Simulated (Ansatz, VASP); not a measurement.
## ZrC in VASP and in Ansatz

INCAR

```
SYSTEM = ZrC
  PREC = Accurate
  ENCUT = 520
  EDIFF = 1E-7
  ISMEAR = 0
  SIGMA = 0.1
  LREAL = .FALSE.
  LASPH = .TRUE.
  NELM = 80
  ALGO = Normal
  ISIF = 2
  LWAVE = .FALSE.
  LCHARG = .FALSE.
  GGA = PE
  NBANDS = 24
```

KPOINTS

```
regular mesh
0
G
  6 6 6
  0 0 0
```

The input POSCAR:

```
ZrC
1.0
    1.6505627400      0.9529528400      5.5444170900
   -1.6505627400      0.9529528400      5.5444170900
    0.0000000000     -1.9059056900      5.5444170900
Zr C
2 2
Direct
    0.2708258700      0.2708258700      0.2708258700
    0.7291741300      0.7291741300      0.7291741300
    0.5000000000      0.5000000000      0.5000000000
    0.0000000000      0.0000000000      0.0000000000
```

Input for Ansatz:

```yaml
crystal:
  lattice:
    - [1.65056274, 0.95295284, 5.54441709]
    - [-1.65056274, 0.95295284, 5.54441709]
    - [0.0, -1.90590569, 5.54441709]
  atoms:
    - { symbol: Zr, position: [0.27082587, 0.27082587, 0.27082587] }
    - { symbol: Zr, position: [0.72917413, 0.72917413, 0.72917413] }
    - { symbol: C, position: [0.5, 0.5, 0.5] }
    - { symbol: C, position: [0.0, 0.0, 0.0] }
basis:
  ecutwfc: 420
kpoints:
  mp_grid: { grid: [6, 6, 6] }
hamiltonian:
  xc: pbe
scf:
  occupations: { method: gaussian, width: 0.1 }
  lower_state_search: "off"
output:
  forces: true
  stress: true
  eigenvalues: true
```

Alike in both runs: task single point; functional PBE; k mesh 6 × 6 × 6; occupations gaussian, width 0.1 eV; no spin polarisation.

|  | VASP | Ansatz |
| --- | --- | --- |
| version | VASP 6.6.1 | Ansatz 0.2.0 |
| potentials or method | VASP PAW PBE potentials, release 64 (Zr_sv, C), cutoff 520 eV | scalar-relativistic, plane waves, PAW |
| valence electrons in the cell | 32 | 32 |

|  | VASP | Ansatz | Ansatz less VASP |
| --- | --- | --- | --- |
| gap on the k mesh at the Fermi level (eV) | none | none | - |
| pressure (GPa) | 23.2 | 23.0 | -0.25 |
| traceless stress, the component that is largest in VASP (GPa) | 3.23 | 3.25 | +0.027 |
| rms of the force components (eV/Å) | 4.045 | 4.036 | -0.0087 |

Atom by atom the forces differ by 0.009 eV/Å (rms over components). A gap of «none» marks a metal or a gap that the smearing closes. The functional is the same, so the differences come from potentials, cutoffs and numerics.

The k mesh is coarse, so the values compare programs but aren't converged.
